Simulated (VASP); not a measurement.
Input of a VASP 6.6.1 run:

Contents of INCAR:

```
SYSTEM = H3CCl
ALGO = Normal ; EDIFF = 1E-6
ENCUT = 520 ; GGA = CA
ISIF = 2 ; ISMEAR = -1
LASPH = .True. ; LCHARG = .False.
LREAL = Auto ; LWAVE = .False.
NBANDS = 82 ; NELM = 60
PREC = Accurate ; SIGMA = 0.02
```

File KPOINTS:

```
k-points
0
Gamma
  1 1 1
  0 0 0
```

The input POSCAR:

```
H3CCl
1.0
    8.7171280000      0.0000000000      0.0000000000
    0.0000000000      8.7171280000      0.0000000000
    0.0000000000      0.0000000000      8.7171280000
C Cl H
8 8 24
Direct
    0.0194903643      0.5210087543      0.0455884094
    0.2748038115      0.8074907240      0.7275561400
    0.7390163366      1.0060767721      0.5043633637
    0.3996729198      0.3053299206      0.9672681186
    0.6784344569      0.5106268945      0.6401649718
    0.5643601884      0.5399025918      0.2754921116
    0.2908412037      0.1924372339      0.5714496793
    0.0545821973      0.8744852662      0.1823077509
    0.0944233009      0.4266657551      0.2080616460
    0.2670145488      0.6067824173      0.7209140442
    0.6710008159      1.0513439748      0.6946209807
    0.3779455802      0.1077992660      0.9870796895
    0.6960778825      0.6599535994      0.7718941376
    0.7135721765      0.4086322927      0.2850250679
    0.3256003583      0.0724321130      0.4152629169
    0.2271734452      0.7715729309      0.1736695848
   -0.0887677685      0.5701074941      0.0646543219
    0.1037497671      0.5989472680     -0.0047263273
    0.0033841421      0.4234536880     -0.0257424234
    0.3858495596      0.8548572420      0.7316629973
    0.2166539255      0.8349768410      0.6118528947
    0.1982533697      0.8604783594      0.8218761959
    0.6332360842      0.9754474180      0.4536930053
    0.7937476655      1.1015669381      0.4607366096
    0.8189738639      0.9062732588      0.4744567247
    0.3503562182      0.3542680571      1.0627123979
    0.5202057375      0.3310838157      0.9470779826
    0.3408806203      0.3246252665      0.8593770792
    0.5572706974      0.4748123465      0.6476559711
    0.7096029793      0.5430917155      0.5225344861
    0.7704257641      0.4217673527      0.6607107295
    0.5686850073      0.5920298520      0.1667980555
    0.4458004976      0.4723918245      0.2742990581
    0.5541159887      0.6121052714      0.3854939379
    0.3733683846      0.1603968647      0.6609057479
    0.3044351305      0.3059035040      0.5350156611
    0.1733942647      0.1634139134      0.6197109874
   -0.0314553142      0.8032920935      0.1210375711
    0.0288168305      0.8780529551      0.3046645638
    0.0758506701      0.9914848101      0.1276223086
```

Potentials or basis: VASP PAW LDA potentials, release 64 (C, Cl, H).

The run is started by

```console
$ cat potpaw_LDA.64/C/POTCAR potpaw_LDA.64/Cl/POTCAR potpaw_LDA.64/H/POTCAR > POTCAR
$ mpirun -np 1 vasp_gam > vasp.out
```

Task: What does it give for the pressure?

Result: 0.4 GPa.

Task: What does it give for the largest force?

Result: 4.017 eV/Å.

Task: Predict the band gap on the k mesh.

Result: 5.02 eV.

Forces in eV/Å, atoms in the order of the input:
```
C    1.444 -1.054 -0.072
C   -3.663  0.645 -1.081
C    0.039 -2.339  1.127
C    0.997 -1.409 -2.381
C    0.790 -0.737 -0.076
C   -2.978 -1.514  2.230
C   -1.075 -2.310  1.286
C    0.310  0.376 -0.685
Cl   0.094  0.218  0.569
Cl   0.354 -0.422  0.544
Cl   0.827 -0.451 -0.317
Cl   0.055 -1.176  0.306
Cl   0.215  0.457  0.147
Cl   0.465 -0.275  0.011
Cl   0.072 -0.330 -0.586
Cl   0.746  0.191 -0.070
H   -1.535  0.835  0.651
H    0.128  0.119  0.060
H   -0.325 -0.641 -1.311
H    1.697  0.320  0.118
H    0.835  0.329  1.260
H    0.939 -0.892 -0.800
H   -1.147  0.096 -1.244
H    0.686  2.265 -1.012
H   -0.513  0.507  1.470
H   -1.068  1.499  1.946
H    0.399  0.210  0.285
H   -0.437  0.849 -0.228
H    0.279 -0.471 -0.145
H   -0.243  0.564  0.013
H   -1.023  0.144  0.418
H    0.189  1.367 -1.205
H    1.638  0.788  0.028
H    0.451 -0.344 -1.442
H    0.271  0.132  0.177
H   -0.004  1.949 -0.372
H    0.763  0.552 -0.496
H    0.065  0.471  0.071
H   -0.333  0.445  0.194
H   -0.404 -0.962  0.615
```

Caveat: the k points lie up to 0.72 Å⁻¹ apart; the atoms stand as in a frame of molecular dynamics.
